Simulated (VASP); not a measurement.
# LiAl5 (P4/mmm) in VASP: further runs

LiAl5 is run at these levels: PBE; tasks: relaxation of cell and atoms, relaxation of shape and atoms at fixed volume.

All numbers are computed with VASP 6.6.1; they aren't measurements. Logs are shortened: lines on timing, memory, paths and dates and some standing lists are left out, and cuts for length are marked.

**1. The cell of the first run**

The structure is tetragonal, space group P4/mmm (No. 123). The conventional cell has a = 3.226 Å, b = 3.226 Å, c = 9.678 Å, α = 90.00°, β = 90.00°, γ = 90.00°. Li (site symmetry 4/mmm) has 10 Al at 2.79 to 3.23 Å and 4 Li at 3.23 Å within 3.7 Å. Al (site symmetry 4mm) has 10 Al at 2.79 to 3.23 Å and 4 Li at 2.79 Å within 3.7 Å. Within 3.7 Å of Al (site symmetry 4mm) lie 13 Al at 2.79 to 3.23 Å and 1 Li at 3.23 Å. Al (site symmetry 4/mmm) has 14 Al at 2.79 to 3.23 Å within 3.7 Å.

**2. Relaxation of cell and atoms, PBE**

INCAR

```
SYSTEM = LiAl5
ALGO     = Fast           ! electronic algorithm
EDIFF    = 1E-6           ! SCF threshold, eV
EDIFFG   = -0.01          ! ionic threshold
ENCUT    = 600            ! plane-wave cutoff, eV
GGA      = PE             ! functional
IBRION   = 2              ! ionic algorithm
ISIF     = 3              ! what is computed and relaxed
ISMEAR   = 0              ! smearing method
LASPH    = .TRUE.         ! aspherical terms in the spheres
LCHARG   = .FALSE.        ! write CHGCAR
LREAL    = .FALSE.        ! projectors in reciprocal space
LWAVE    = .FALSE.        ! write WAVECAR
NELM     = 100            ! most SCF steps
NSW      = 100            ! ionic steps
PREC     = Accurate       ! precision mode
SIGMA    = 0.1            ! smearing width, eV
```

KPOINTS

```
k-points
0
G
  12 12 4
  0 0 0
```

POSCAR

```
LiAl5
1.0
    3.2261256900      0.0000000000      0.0000000000
    0.0000000000      3.2261256900      0.0000000000
    0.0000000000      0.0000000000      9.6783770600
Li Al
1 5
Direct
    0.0000000000      0.0000000000      0.0000000000
    0.5000000000      0.5000000000      0.8333333300
    0.0000000000      0.0000000000      0.6666666700
    0.5000000000      0.5000000000      0.5000000000
    0.0000000000      0.0000000000      0.3333333300
    0.5000000000      0.5000000000      0.1666666700
```

Potentials or basis: VASP PAW PBE potentials, release 64 (Li_sv, Al).

Launch:

```sh
$ cat potpaw_PBE.64/Li_sv/POTCAR potpaw_PBE.64/Al/POTCAR > POTCAR
$ mpirun -np 1 vasp_std > vasp.out
```

OUTCAR:

```text
SYSTEM = LiAl5
   EDIFF = 1E-6
   EDIFFG = -0.01
   ENCUT = 600
   GGA = PE
   IBRION = 2
   ISIF = 3
   ISMEAR = 0
   LASPH = .TRUE.
   LREAL = .FALSE.
   NELM = 100
   NSW = 100
   PREC = Accurate

 ion  position               nearest neighbor table
   1  0.000  0.000  0.000-   2 2.79   6 2.79   2 2.79   6 2.79   2 2.79   6 2.79   2 2.79   6 2.79

   2  0.500  0.500  0.833-   3 2.79   3 2.79   3 2.79   3 2.79   1 2.79   1 2.79   1 2.79   1 2.79
                             4 3.23   6 3.23
   3  0.000  0.000  0.667-   2 2.79   2 2.79   2 2.79   2 2.79   4 2.79   4 2.79   4 2.79   4 2.79
                             5 3.23
   4  0.500  0.500  0.500-   3 2.79   5 2.79   3 2.79   5 2.79   3 2.79   5 2.79   3 2.79   5 2.79
                             2 3.23   6 3.23
   5  0.000  0.000  0.333-   6 2.79   6 2.79   6 2.79   6 2.79   4 2.79   4 2.79   4 2.79   4 2.79
                             3 3.23
   6  0.500  0.500  0.167-   5 2.79   5 2.79   5 2.79   5 2.79   1 2.79   1 2.79   1 2.79   1 2.79
                             4 3.23   2 3.23

  LATTYP: Found a simple tetragonal cell.
 ALAT       =     3.2261256900
 C/A-ratio  =     2.9999999969

  Lattice vectors:

 A1 = (   3.2261256900,   0.0000000000,   0.0000000000)
 A2 = (   0.0000000000,   3.2261256900,   0.0000000000)
 A3 = (   0.0000000000,   0.0000000000,   9.6783770600)

Analysis of symmetry for initial positions (statically):
=====================================================================
 Subroutine PRICEL returns:
 Original cell was already a primitive cell.

 Routine SETGRP: Setting up the symmetry group for a
 simple tetragonal supercell.

 Subroutine GETGRP returns: Found 16 space group operations
 (whereof 16 operations were pure point group operations)
 out of a pool of 16 trial point group operations.

The static configuration has the point symmetry D_4h.

Analysis of symmetry for dynamics (positions and initial velocities):
=====================================================================
 Subroutine PRICEL returns:
 Original cell was already a primitive cell.

 Routine SETGRP: Setting up the symmetry group for a
 simple tetragonal supercell.

 Subroutine GETGRP returns: Found 16 space group operations
 (whereof 16 operations were pure point group operations)
 out of a pool of 16 trial point group operations.

The dynamic configuration has the point symmetry D_4h.

 Subroutine INISYM returns: Found 16 space group operations
 (whereof 16 operations are pure point group operations),
 and found     1 'primitive' translations

----------------------------------------------------------------------------------------

                                     Primitive cell

  volume of cell :     100.7315

  direct lattice vectors                    reciprocal lattice vectors
     3.226125690  0.000000000  0.000000000     0.309969324  0.000000000  0.000000000
     0.000000000  3.226125690  0.000000000     0.000000000  0.309969324  0.000000000
     0.000000000  0.000000000  9.678377060     0.000000000  0.000000000  0.103323108

  length of vectors
     3.226125690  3.226125690  9.678377060     0.309969324  0.309969324  0.103323108

  position of ions in fractional coordinates (direct lattice)
     0.000000000  0.000000000  0.000000000
     0.500000000  0.500000000  0.833333330
     0.000000000  0.000000000  0.666666670
     0.500000000  0.500000000  0.500000000
     0.000000000  0.000000000  0.333333330
     0.500000000  0.500000000  0.166666670

  ion indices of the primitive-cell ions
   primitive index   ion index
                 1           1
                 2           2
                 3           3
                 4           4
                 5           5
                 6           6

----------------------------------------------------------------------------------------

 KPOINTS: k-points

Automatic generation of k-mesh.
 Grid dimensions read from file:
 generate k-points for:   12   12    4

 Generating k-lattice:

[... 41 lines left out ...]
  0.416667  0.333333  0.000000      8.000000
 [... further k-points ...]
   k-points           NKPTS =     84   k-points in BZ     NKDIM =     84   number of bands    NBANDS=     13
   number of dos      NEDOS =    301   number of ions     NIONS =      6
   total plane-waves  NPLWV =  62720
   dimension x,y,z NGX =    28 NGY =   28 NGZ =   80
   dimension x,y,z NGXF=    56 NGYF=   56 NGZF=  160
   ions per type =               1   5
   NGX,Y,Z   is equivalent  to a cutoff of  14.43, 14.43, 13.74 a.u.
   NGXF,Y,Z  is equivalent  to a cutoff of  28.86, 28.86, 27.48 a.u.
 SYSTEM =  LiAl5
   PREC   = accura    normal or accurate (medium, high low for compatibility)
   ISTART =      0    job   : 0-new  1-cont  2-samecut
   ICHARG =      2    charge: 1-file 2-atom 10-const
   ISPIN  =      1    spin polarized calculation?
   LNONCOLLINEAR =      F non collinear calculations
   LSORBIT =      F    spin-orbit coupling
   LASPH  =      T    aspherical Exc in radial PAW
   ENCUT  =  600.0 eV  44.10 Ry    6.64 a.u.   6.44  6.44 19.33*2*pi/ulx,y,z
   NELM   =    100;   NELMIN=  2; NELMDL= -5     # of ELM steps
   EDIFF  = 0.1E-05   stopping-criterion for ELM
   LREAL  =      F    real-space projection
   EDIFFG = -.1E-01   stopping-criterion for IOM
   NSW    =    100    number of steps for IOM
   IBRION =      2    ionic relax: 0-MD 1-quasi-New 2-CG
   NFREE  =      1    steps in history (QN), initial steepest desc. (CG)
   ISIF   =      3    stress and relaxation
   ISYM   =      2    0-nonsym 1-usesym 2-fastsym
   POTIM  = 0.5000    time-step for ionic-motion
   TEBEG  =    0.0;   TEEND  =   0.0 temperature during run
   PSTRESS=    0.0 pullay stress
   NELECT =      18.0000    total number of electrons
   NUPDOWN=      -1.0000    fix difference up-down
   EMIN   =  10.00;   EMAX   =-10.00  energy-range for DOS
   EFERMI =   0.00;   METHOD = LEGACY
   ISMEAR =     0;   SIGMA  =   0.10  broadening in eV -4-tet -1-fermi 0-gaus
   EFERMI_NEDOS =   21; number of points for ismear=-14 and -15
   IALGO  =     68    algorithm
   IMIX   =      4    mixing-type and parameters
     AMIX     =   0.40;   BMIX     =  1.00
     AMIX_MAG =   1.60;   BMIX_MAG =  1.00
  volume/ion in A,a.u.               =      16.79       113.29
  Fermi-wavevector in a.u.,A,eV,Ry     =   0.922098  1.742513 11.568565  0.850266
  Thomas-Fermi vector in A             =   2.047588
   LORBIT       =      0    0 simple, 1 ext, 2 COOP (PROOUT), +10 PAW based schemes
   GGA     = PE    functional components
   LHFCALC =     F    Hartree Fock is set to
   AEXX    =    0.0000 exact exchange contribution
   IVDW    =     0    specifies the selected vdW correction
   LEPSILON=     F    determine dielectric tensor
   LRPA    =     F    only Hartree local field effects (RPA)
 conjugate gradient relaxation of ions
 non-spin polarized calculation
 RMM-DIIS sequential band-by-band and
 Gauss-broadening in eV      SIGMA  =   0.10
  energy-cutoff  :      600.00
  volume of cell :      100.73
 maximum number of plane-waves:      3407
 NGX is ok and might be reduce to    28
   NGX = 13   NGY = 13   NGZ = 39

--------------------------------------- Ionic step        1  -------------------------------------------

 number of electron      18.0000002 magnetization

 Free energy of the ion-electron system (eV)
  ---------------------------------------------------
  ext. energy  EPLUGINS =         0.00000000
  ---------------------------------------------------
  free energy    TOTEN  =       -20.42258191 eV

  energy without entropy =      -20.41587664  energy(sigma->0) =      -20.41922927

------------------------ aborting loop because EDIFF is reached ----------------------------------------

  FORCE on cell =-STRESS in cart. coord.  units (eV):
  Direction    XX          YY          ZZ          XY          YZ          ZX
  --------------------------------------------------------------------------------------
  -------------------------------------------------------------------------------------
  Total       -0.3813926     -0.3813926      0.0050693      0.0000000     -0.0000000      0.0000000
  in kB       -6.0662139     -6.0662139      0.0806296      0.0000000     -0.0000000      0.0000000
  external PRESSURE =      -4.0172661 kB  Pullay stress =       0.0000000 kB
[... 101 lines left out ...]
  FREE ENERGIE OF THE ION-ELECTRON SYSTEM (eV)
  ---------------------------------------------------
  free  energy   TOTEN  =       -20.4333531410 eV

  energy  without entropy=      -20.4248251998  energy(sigma->0) =      -20.42908917

[... ionic steps 4 to 58 ...]

--------------------------------------- Ionic step       59  -------------------------------------------

 number of electron      18.0000003 magnetization

------------------------ aborting loop because EDIFF is reached ----------------------------------------
[... 75 lines left out ...]
--------------------------------------- Ionic step       61  -------------------------------------------

 number of electron      18.0000003 magnetization

 Free energy of the ion-electron system (eV)
  ---------------------------------------------------
  ext. energy  EPLUGINS =         0.00000000
  ---------------------------------------------------
  free energy    TOTEN  =       -20.90288087 eV

  energy without entropy =      -20.89049547  energy(sigma->0) =      -20.89668817

 E-fermi :   6.7926     XC(G=0):  -9.7605

 val. band max:        6.7602428921   @ k =   0.4167   0.2500   0.5000
 cond. band min:       6.7987415096   @ k =   0.5000   0.4167   0.2500
 fundamental gap:      0.0384986175
 Fermi energy:         6.7925745040

 k-point     1 :       0.0000    0.0000    0.0000
  band No.  band energies     occupation
      1     -39.4341      2.00000
      2      -4.0928      2.00000
      3      -3.1949      2.00000
      4      -1.8522      2.00000
      5       0.2588      2.00000
      6       1.7813      2.00000
      7       4.7273      2.00000
      8       6.8276      0.62070
      9      12.1785      0.00000
     10      12.4251      0.00000
     11      12.4251      0.00000
     12      13.2273      0.00000
     13      13.2273      0.00000
[... 354 lines left out ...]
  band No.  band energies     occupation
      1     -39.4124      2.00000
      2       0.9136      2.00000
      3       1.7915      2.00000
      4       3.0017      2.00000
      5       3.6993      2.00000
      6       4.5449      2.00000
      7       5.1745      2.00000
      8       5.5573      2.00000
      9       6.2809      2.00000
     10       6.8456      0.45318
     11       7.7443      0.00000
     12       7.8737      0.00000
     13       8.7494      0.00000

 [... further k-points ...]

------------------------ aborting loop because EDIFF is reached ----------------------------------------

  FORCE on cell =-STRESS in cart. coord.  units (eV):
  Direction    XX          YY          ZZ          XY          YZ          ZX
  --------------------------------------------------------------------------------------
  -------------------------------------------------------------------------------------
  Total        0.0110155      0.0110155      0.0387553      0.0000000      0.0000000      0.0000000
  in kB        0.1772788      0.1772788      0.6237110      0.0000000      0.0000000      0.0000000
  external PRESSURE =       0.3260896 kB  Pullay stress =       0.0000000 kB
[... 21 lines left out ...]
  FREE ENERGIE OF THE ION-ELECTRON SYSTEM (eV)
  ---------------------------------------------------
  free  energy   TOTEN  =       -20.9028808656 eV

  energy  without entropy=      -20.8904954691  energy(sigma->0) =      -20.89668817

 reached required accuracy - stopping structural energy minimisation
```

Wall time 59 min (1 thread of Intel Xeon Platinum 8559C (Emerald Rapids), shared host); peak memory 0.35 GiB.

What came out:

| Item | Value |
| --- | --- |
| Free energy | -20.9029 eV |
| Relaxed volume | 16.59 Å³/atom |
| Relaxed cell | a = 2.870 Å, b = 2.870 Å, c = 12.089 Å, α = 90.00°, β = 90.00°, γ = 90.00° |
| Space group after relaxing (to 0.1 Å) | P4/mmm (No. 123) |
| Energy gained by relaxing | 80.0 meV/atom |
| Ionic steps | 61 |
| Pressure after relaxing | 0.0 GPa |
| Largest force after relaxing | 0.006 eV/Å |
| Band gap on the k mesh | zero (bands 9 and 10 overlap by 7.12 eV) |

Forces on the atoms (eV/Å):
```
Li   0.000  0.000  0.000
Al   0.000  0.000  0.005
Al   0.000  0.000  0.006
Al   0.000  0.000  0.000
Al   0.000  0.000 -0.006
Al   0.000  0.000 -0.005
```

Step by step:
```tsv
step	energy change (eV)	largest force (eV/Å)	pressure (GPa)	volume (Å³)
1	0.0000	0.1796	-0.40	100.73
3	-0.0108	0.1494	0.48	98.87
5	-0.0156	0.1220	0.50	98.58
7	-0.0257	0.1442	-1.32	100.45
9	-0.0308	0.1228	-0.82	99.73
11	-0.0309	0.3579	-0.35	98.18
13	-0.0414	0.1978	-0.59	98.79
15	-0.0489	0.1996	0.19	97.48
17	-0.0593	0.0876	-0.15	98.19
19	-0.0611	0.1533	-0.34	98.69
21	-0.0674	0.1153	0.54	97.55
23	-0.0780	0.0820	-0.20	98.95
25	-0.0788	0.1375	-0.52	99.62
27	-0.0848	0.2334	-0.54	99.98
29	-0.1241	0.6716	-0.54	101.41
31	-0.1320	0.9741	-0.44	102.05
33	-0.1326	1.0269	-0.41	102.18
35	-0.1400	1.1174	-0.40	102.50
37	-0.1419	1.1814	-0.35	102.76
39	-0.1569	1.1817	-0.35	102.78
41	-0.2211	1.1366	-0.37	102.83
43	-0.2987	0.7220	-0.22	102.72
45	-0.3084	0.8598	-0.28	102.81
47	-0.3732	0.6123	-0.25	102.32
49	-0.3905	0.6277	0.97	100.10
51	-0.4372	0.3228	0.19	101.08
53	-0.4642	0.1372	-0.92	101.89
55	-0.4737	0.0818	-0.56	100.93
57	-0.4788	0.0343	0.10	99.62
59	-0.4801	0.0300	-0.02	99.64
61	-0.4803	0.0058	0.03	99.55
```

Final structure:
```xyz
6
Lattice="2.8697 0.0000 0.0000 0.0000 2.8697 0.0000 0.0000 0.0000 12.0891" Properties=species:S:1:pos:R:3 pbc="T T T"
Li    0.0000    0.0000    0.0000
Al    1.4348    1.4348   10.0136
Al    0.0000    0.0000    8.0342
Al    1.4348    1.4348    6.0446
Al    0.0000    0.0000    4.0550
Al    1.4348    1.4348    2.0755
```

Caveat: the cutoff is under 1.25 times the usual one of these potentials, so pressure, stress and relaxed cells hold a basis-set (Pulay) error; a cell axis changed by over 15 % at a fixed basis, so the end point is rough.

**3. Relaxation of shape and atoms at fixed volume, PBE (17.14 Å³/atom)**

This run uses another cell than the first one, of 17.14 Å³/atom.

INCAR

```
SYSTEM = LiAl5
PREC = Accurate
ENCUT = 600
EDIFF = 1E-7
ISMEAR = 0
SIGMA = 0.1
LREAL = .FALSE.
LASPH = .TRUE.
NELM = 60
ALGO = Fast
ISIF = 4
LWAVE = .FALSE.
LCHARG = .FALSE.
GGA = PE
IBRION = 2
NSW = 50
EDIFFG = -0.01
```

KPOINTS

```
regular mesh
0
G
  12 12 4
  0 0 0
```

POSCAR

```
LiAl5
1.0
    2.8959427974      0.0000000000      0.0000000000
    0.0000000000      2.8959427974      0.0000000000
    0.0000000000      0.0000000000     12.2605854431
Li Al
1 5
Direct
    0.0000000000      0.0000000000      0.0000000000
    0.5000000000      0.5000000000      0.8283751105
    0.0000000000      0.0000000000      0.6646182190
    0.5000000000      0.5000000000      0.5000000000
    0.0000000000      0.0000000000      0.3353817810
    0.5000000000      0.5000000000      0.1716248895
```

Potentials or basis: VASP PAW PBE potentials, release 64 (Li_sv, Al).

Launch:

```sh
$ cat potpaw_PBE.64/Li_sv/POTCAR potpaw_PBE.64/Al/POTCAR > POTCAR
$ mpirun -np 1 vasp_std > vasp.out
```

Wall time 6.3 min (1 thread of Intel Xeon Platinum 8559C (Emerald Rapids), shared host); peak memory 0.31 GiB.

It converged, with:

* Free energy: -20.8940 eV
* Energy gained by relaxing: 0.3 meV/atom
* Ionic steps: 7
* Pressure after relaxing: -1.7 GPa
* Band gap on the k mesh: zero (bands 9 and 10 overlap by 6.65 eV)

The path:
```tsv
step	energy change (eV)	largest force (eV/Å)	pressure (GPa)	volume (Å³)
1	0.0000	0.0678	-1.89	102.82
2	-0.0004	0.0560	-1.87	102.82
3	-0.0012	0.0290	-1.80	102.82
4	-0.0007	0.0738	-1.65	102.82
5	-0.0014	0.0428	-1.75	102.82
6	-0.0017	0.0289	-1.74	102.82
7	-0.0020	0.0013	-1.70	102.82
```

Final structure:
```xyz
6
Lattice="2.8931 0.0000 0.0000 0.0000 2.8931 0.0000 0.0000 0.0000 12.2849" Properties=species:S:1:pos:R:3 pbc="T T T"
Li    0.0000    0.0000    0.0000
Al    1.4465    1.4465   10.1488
Al    2.8931    2.8931    8.1519
Al    1.4465    1.4465    6.1424
Al    0.0000    0.0000    4.1330
Al    1.4465    1.4465    2.1361
```

Levels at points of the mesh, in eV from the Fermi level:
```csv
k point,band 6,band 7,band 8,band 9,band 10,band 11,band 12,band 13
"(0.00, 0.00, 0.00)",-4.93,-2.08,-0.04,4.98,5.38,5.53,5.53,5.65
"(0.50, 0.00, 0.00)",-4.46,-4.14,-2.28,-2.10,-1.67,-0.07,1.90,2.19
"(0.50, 0.50, 0.00)",-1.50,-1.38,-0.79,-0.79,-0.72,-0.41,0.56,0.72
"(0.00, 0.00, 0.50)",-4.07,-3.23,1.58,2.48,5.40,5.55,5.55,6.17
"(0.50, 0.00, 0.50)",-4.10,-4.06,-3.20,-2.22,0.02,0.07,0.34,1.56
"(0.50, 0.50, 0.50)",-1.47,-1.39,-0.83,-0.51,-0.51,-0.38,0.63,0.63
```

Caveat: the cutoff is under 1.25 times the usual one of these potentials, so pressure, stress and relaxed cells hold a basis-set (Pulay) error.

The gap in the log of VASP goes by the Fermi energy; the results here count the filled bands.